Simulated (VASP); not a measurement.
Write the native input for VASP 6.6.1 that does the following.

| Quantity | Value |
| --- | --- |
| Task | single point |
| Functional | PBEsol |
| Potentials or basis | VASP PAW PBE potentials, release 64 (Al, As) |
| Cutoff | 500 eV |
| k mesh | 8 × 6 × 8 |
| Occupations | gaussian, width 0.02 eV |
| Spin | no spin polarisation |
| Dipole correction | no |
| Further INCAR settings | ALGO = Normal; EDIFF = 1e-06; NBANDS = 16 |

The structure of AlAs lies in POSCAR:

```
AlAs
1.0
    4.0132671924      0.0000000000      0.0000000000
    0.0000000000      5.6756168930      0.0000000000
    0.0000000000      0.0000000000      4.0120092329
Al As
2 2
Direct
    0.0000000000      0.0000000000      0.0000000000
    0.5000000000      0.5000000000      0.5000000000
    0.0000000000      0.2500000000      0.5000000000
    0.5000000000      0.7500000000      0.0000000000
```

The input as run:

INCAR

```
SYSTEM = AlAs
PREC = Accurate ; ENCUT = 500
EDIFF = 1E-6 ; ISMEAR = 0
SIGMA = 0.02 ; LREAL = .False.
LASPH = .True. ; NELM = 120
ALGO = Normal ; ISIF = 2
LWAVE = .False. ; LCHARG = .False.
GGA = PS ; NBANDS = 16
GGA_COMPAT = .False.
```

KPOINTS

```
Automatic mesh
0
Gamma
  8 6 8
  0 0 0
```

Potentials or basis: VASP PAW PBE potentials, release 64 (Al, As).

Run with:

```sh
$ cat potpaw_PBE.64/Al/POTCAR potpaw_PBE.64/As/POTCAR > POTCAR
$ mpirun -np 1 vasp_std > vasp.out
```

Results of the run:

- Pressure: 0.3 GPa
- Band gap on the k mesh: 1.33 eV

Caveat: the PAW data sets were made with another functional, which shifts forces and pressure a little.

Wall time 2.3 min on 1 thread of Intel Xeon 8259CL (shared host), peak memory 0.27 GiB.
